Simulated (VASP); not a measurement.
A run of VASP 6.6.1:

The input POSCAR:

```
TaC
1.0
    3.1550454472      0.0000000000      0.0000000000
    0.0000000000      4.4619080614      0.0000000000
    0.0000000000      0.0000000000     24.4651363417
Ta C
7 7
Direct
    0.5000000000      0.5000000000      0.3141012531
    0.0000000000      0.0000000000      0.3677441464
    0.5000000000      0.5000000000      0.4345128144
    0.0000000000      0.0000000000      0.5000000015
    0.5000000000      0.5000000000      0.5654871886
    0.0000000000      0.0000000000      0.6322558438
    0.5000000000      0.5000000000      0.6858987492
    0.5000000000      0.0000000000      0.3065691972
    0.0000000000      0.5000000000      0.3701078714
    0.5000000000      0.0000000000      0.4360271410
    0.0000000000      0.5000000000      0.5000000007
    0.5000000000      0.0000000000      0.5639728599
    0.0000000000      0.5000000000      0.6298921320
    0.5000000000      0.0000000000      0.6934308007
```

The input INCAR.step1:

```
SYSTEM = TaC
  ALGO = Normal
  DIPOL = 0.5 0.5 0.500
  EDIFF = 1E-5
  ENCUT = 580
  GGA = PE
  GGA_COMPAT = .FALSE.
  IDIPOL = 3
  ISMEAR = 0
  KPAR = 4
  LASPH = .TRUE.
  LCHARG = .FALSE.
  LDIPOL = .TRUE.
  LREAL = .FALSE.
  LWAVE = .TRUE.
  NBANDS = 66
  NELM = 120
  NELMDL = -8
  PREC = Accurate
  SIGMA = 0.1
```

INCAR.step2

```
SYSTEM = TaC
  ALGO = Normal
  DIPOL = 0.5 0.5 0.500
  EDIFF = 1E-6
  ENCUT = 580
  GGA_COMPAT = .FALSE.
  IDIPOL = 3
  ISIF = 2
  ISMEAR = 0
  ISTART = 1
  KPAR = 4
  LASPH = .TRUE.
  LCHARG = .FALSE.
  LDIPOL = .TRUE.
  LMIXTAU = .TRUE.
  LREAL = .FALSE.
  LWAVE = .FALSE.
  METAGGA = R2SCAN
  NBANDS = 66
  NELM = 120
  PREC = Accurate
  SIGMA = 0.1
```

File KPOINTS:

```
k-points
0
G
  11 8 1
  0 0 0
```

Potentials or basis: VASP PAW PBE potentials, release 64 (Ta_pv, C).

Command:

```console
$ cat potpaw_PBE.64/Ta_pv/POTCAR potpaw_PBE.64/C/POTCAR > POTCAR
$ cp INCAR.step1 INCAR
$ mpirun -np 4 vasp_std > vasp.out
$ cp INCAR.step2 INCAR
$ mpirun -np 4 vasp_std > vasp.out
```

Hardware: 4 MPI ranks on AMD EPYC 9R45 96-Core Processor (Zen 5), on a shared host.

Question: Estimate the wall time of this run.

Answer: It took 13 min on 4 MPI ranks on AMD EPYC 9R45 96-Core Processor (Zen 5), with other jobs on the host, peak memory 0.88 GiB a rank. Counts: k points 30.
